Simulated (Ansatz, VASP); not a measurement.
**Al2GaP3: VASP beside Ansatz**

```
CELL_PARAMETERS angstrom
3.94417 0.00000 0.00000
-1.97209 3.41575 0.00000
0.00000 0.00000 9.65965
ATOMIC_POSITIONS crystal
Al 0.00000 0.00000 0.00019
Al 0.66667 0.33333 0.66612
Ga 0.33333 0.66667 0.33351
P 0.66667 0.33333 0.91675
P 0.33333 0.66667 0.58324
P 0.00000 0.00000 0.25018
```

Alike in both runs: task single point; functional r2SCAN; k mesh 6 × 6 × 2; no spin polarisation.

```csv
,VASP,Ansatz
version,VASP 6.6.1,Ansatz 0.2.0
potentials or method,"VASP PAW PBE potentials, release 64 (Al, Ga_d, P)","plane waves, PAW"
plane-wave cutoff (eV),520,500
occupations,"gaussian, width 0.01 eV",fixed
valence electrons in the cell,34,34
```

|  | VASP | Ansatz | Ansatz less VASP |
| --- | --- | --- | --- |
| gap on the k mesh at the Fermi level (eV) | 1.98 | 1.98 | -0.003 |
| pressure (GPa) | -4.8 | -4.6 | +0.20 |
| traceless stress, the component that is largest in VASP (GPa) | -0.07 | -0.06 | +0.002 |
| rms of the force components (eV/Å) | 0.016 | 0.009 | -0.0064 |

VASP's potentials were made for PBE, not for r2SCAN. Atom by atom the forces differ by 0.007 eV/Å (rms over components).
